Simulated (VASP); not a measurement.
# AlH2 (Cmmm) in VASP: further runs, part 2 of 2

VASP 6.6.1.

## Step 3: Single point, PBE

This run uses another cell than the first one, of 8.91 Å³/atom.

The input, INCAR:

```
PREC     = Accurate       # precision mode
ENCUT    = 520            # plane-wave cutoff, eV
EDIFF    = 1E-7           # SCF threshold, eV
ISMEAR   = 0              # smearing method
SIGMA    = 0.1            # smearing width, eV
LREAL    = False          # projectors in reciprocal space
LASPH    = True           # aspherical terms in the spheres
NELM     = 100            # most SCF steps
ALGO     = Normal         # electronic algorithm
ISIF     = 2              # what is computed and relaxed
LWAVE    = False          # write WAVECAR
LCHARG   = False          # write CHGCAR
GGA      = PE             # functional
NBANDS   = 10             # bands
```

The input, KPOINTS:

```
regular mesh
0
Gamma
  16 16 18
```

The input, POSCAR:

```
AlH2
1.0
    1.9071760041     -2.5788106408      0.0000000000
    1.9071760041      2.5788106408      0.0000000000
    0.0000000000      0.0000000000      2.7186784276
Al H
1 2
Direct
    0.5000000000      0.5000000000      0.5000000000
    0.8511611077      0.1488388923      0.5000000000
    0.1488388923      0.8511611077      0.5000000000
```

Potentials or basis: VASP PAW PBE potentials, release 64 (Al, H).

Started as:

```console
$ cat potpaw_PBE.64/Al/POTCAR potpaw_PBE.64/H/POTCAR > POTCAR
$ mpirun -np 1 vasp_std > vasp.out
```

OUTCAR:

```text
PREC = Accurate
   ENCUT = 520
   EDIFF = 1E-7
   ISMEAR = 0
   LREAL = False
   LASPH = True
   NELM = 100
   ISIF = 2
   GGA = PE

 ion  position               nearest neighbor table
   1  0.500  0.500  0.500-   2 1.81   3 1.81   3 2.06   2 2.06   3 2.06   2 2.06
   2  0.851  0.149  0.500-   1 1.81   1 2.06   1 2.06
   3  0.149  0.851  0.500-   1 1.81   1 2.06   1 2.06

  LATTYP: Found a base centered orthorhombic cell.
 ALAT       =     3.8143520082
 B/A-ratio  =     1.3521618536
 C/A-ratio  =     0.7127497467

[... 504 lines left out ...]

  FORCE on cell =-STRESS in cart. coord.  units (eV):
  Direction    XX          YY          ZZ          XY          YZ          ZX
  --------------------------------------------------------------------------------------
  -------------------------------------------------------------------------------------
  Total       -0.0228088     -0.0277467     -0.0283318      0.0000000      0.0000000      0.0000000
  in kB       -1.3665162     -1.6623557     -1.6974086      0.0000000      0.0000000      0.0000000
  external PRESSURE =      -1.5754268 kB  Pullay stress =       0.0000000 kB

 VOLUME and BASIS-vectors are now :
 -----------------------------------------------------------------------------
  energy-cutoff  :      520.00
  volume of cell :       26.74
      direct lattice vectors                 reciprocal lattice vectors
     1.907176004 -2.578810641  0.000000000     0.262167728 -0.193887830  0.000000000
     1.907176004  2.578810641  0.000000000     0.262167728  0.193887830  0.000000000
     0.000000000  0.000000000  2.718678428     0.000000000  0.000000000  0.367825775

 POSITION                                       TOTAL-FORCE (eV/Angst)
 -----------------------------------------------------------------------------------
      1.90718      0.00000      1.35934         0.000000     -0.000000      0.000000
      1.90718     -1.81116      1.35934         0.000000     -0.000408      0.000000
      1.90718      1.81116      1.35934         0.000000      0.000408     -0.000000
 -----------------------------------------------------------------------------------
    total drift:                               -0.000000     -0.000000      0.000000

  FREE ENERGIE OF THE ION-ELECTRON SYSTEM (eV)
  ---------------------------------------------------
  free  energy   TOTEN  =        -9.0925279129 eV

  energy  without entropy=       -9.0892491205  energy(sigma->0) =       -9.09088852
```

Wall time 2 min (1 thread of AMD EPYC 7R43 (Zen 3), shared host); peak memory 0.24 GiB.

What came out:

| Property | Result |
| --- | --- |
| Free energy | -9.0925 eV |
| Pressure | -0.2 GPa |
| Band gap on the k mesh | zero (an odd number of electrons rules out a gap without spin polarisation) |

Caveat: an odd number of electrons without spin polarisation forces a metal; a magnetic or distorted state may lie lower.

## Step 4: Relaxation of cell and atoms, PBE

This run uses another cell than the first one, of 8.92 Å³/atom.

The input, INCAR:

```
SYSTEM = AlH2
ALGO = Normal ; EDIFF = 1E-6
EDIFFG = -0.01 ; ENCUT = 600
GGA = PE ; IBRION = 2
ISIF = 3 ; ISMEAR = 0
LASPH = .TRUE. ; LCHARG = .FALSE.
LREAL = .FALSE. ; LWAVE = .FALSE.
NELM = 80 ; NSW = 100
PREC = Accurate ; SIGMA = 0.1
```

The input, KPOINTS:

```
k-points
0
G
  16 16 18
  0 0 0
```

The input, POSCAR:

```
AlH2
1.0
    1.9218530624     -2.5965354449      0.0000000000
    1.9218530624      2.5965354449      0.0000000000
    0.0000000000      0.0000000000      2.6822368734
Al H
1 2
Direct
    0.5000000000      0.5000000000      0.5000000000
    0.8550045801      0.1449954199      0.5000000000
    0.1449954199      0.8550045801      0.5000000000
```

Started as:

```console
$ cat potpaw_PBE.64/Al/POTCAR potpaw_PBE.64/H/POTCAR > POTCAR
$ mpirun -np 1 vasp_std > vasp.out
```

Run time: 8.6 min. Hardware: 1 thread of AMD EPYC 7R43 (Zen 3), shared host; peak memory 0.25 GiB.

Results (log left out):

* Free energy: -9.0931 eV
* Relaxed volume: 8.91 Å³/atom
* Relaxed cell: a = 3.205 Å, b = 3.205 Å, c = 2.719 Å, α = 90.00°, β = 90.00°, γ = 106.74°
* Space group after relaxing (to 0.1 Å): Cmmm (No. 65)
* Energy gained by relaxing: 1.6 meV/atom
* Ionic steps: 8
* Pressure after relaxing: 0.0 GPa
* Largest force after relaxing: 0.005 eV/Å
* Band gap on the k mesh: zero (an odd number of electrons rules out a gap without spin polarisation)

Forces on the atoms (eV/Å):
```
Al   0.000  0.000  0.000
H    0.000  0.005  0.000
H    0.000 -0.005  0.000
```

Stress tensor (GPa, compression positive):
```
-0.11  0.00  0.00
 0.00  0.16  0.00
 0.00  0.00 -0.12
```

The path:
```tsv
step	energy change (eV)	largest force (eV/Å)	pressure (GPa)	volume (Å³)
1	0.0000	0.0437	-0.56	26.77
2	-0.0034	0.0307	-0.06	26.65
3	-0.0043	0.0194	0.36	26.55
4	-0.0043	0.0187	0.39	26.55
5	-0.0046	0.0211	0.17	26.64
6	-0.0047	0.0236	-0.07	26.73
7	-0.0047	0.0192	-0.06	26.74
8	-0.0049	0.0052	-0.02	26.74
```

Final structure:
```
Al H
1.0
     1.91219   -2.57196    0.00000
     1.91219    2.57196    0.00000
     0.00000    0.00000    2.71900
Al H
1 2
Direct
  0.50000 0.50000 0.50000
  0.85224 0.14776 0.50000
  0.14776 0.85224 0.50000
```

Levels at points of the mesh, in eV from the Fermi level:
| k point | band 1 | band 2 | band 3 | band 4 | band 5 | band 6 |
| --- | --- | --- | --- | --- | --- | --- |
| (0.00, 0.00, 0.00) | -11.19 | 1.02 | 2.62 | 4.92 | 6.10 | 9.46 |
| (0.50, 0.00, 0.00) | -8.03 | -6.71 | 1.85 | 4.56 | 9.99 | 11.50 |
| (0.50, 0.50, 0.00) | -6.19 | -5.76 | -2.23 | 0.28 | 12.99 | 13.88 |
| (0.00, 0.00, 0.50) | -8.61 | -3.20 | 2.41 | 8.13 | 8.83 | 9.10 |
| (0.50, 0.00, 0.50) | -6.08 | -3.44 | -0.64 | 2.14 | 5.70 | 7.64 |
| (0.50, 0.50, 0.50) | -4.07 | -3.82 | 0.73 | 2.89 | 3.25 | 3.45 |

Caveat: an odd number of electrons without spin polarisation forces a metal; a magnetic or distorted state may lie lower.

## Step 5: Overview

| task | cell | k mesh | cutoff (eV) | gap on the mesh (eV) | pressure (GPa) | relaxed volume (Å³/atom) | largest force (eV/Å) |
| --- | --- | --- | --- | --- | --- | --- | --- |
| relaxation of cell and atoms | relaxed from a = 3.519, b = 3.519, c = 2.701 Å, angles 90.0, 90.0, 109.3°, 3 atoms, atomic positions A | 6 × 6 × 6 | 600 | none | 0.4 | 8.83 | 0.02 |
| single point | a = 3.207, b = 3.207, c = 2.719 Å, angles 90.0, 90.0, 107.0°, 3 atoms, atomic positions B | 16 × 16 × 18 | 520 | none | -0.2 | - | - |
| relaxation of cell and atoms | relaxed from a = 3.230, b = 3.230, c = 2.682 Å, angles 90.0, 90.0, 107.0°, 3 atoms, atomic positions C | 16 × 16 × 18 | 600 | none | 0.0 | 8.91 | 0.01 |

Alike in all rows: level PBE; potentials or basis VASP PAW PBE potentials, release 64 (Al, H); no spin polarisation; smearing gaussian 0.1 eV.

Caveats: some runs use coarse meshes; an odd number of electrons without spin polarisation forces a metal; a magnetic or distorted state may lie lower; the volume moved by over 15 % at a fixed basis, so the end points are rough (at least some runs).

Absolute energies hang on the potentials; compare differences alone.
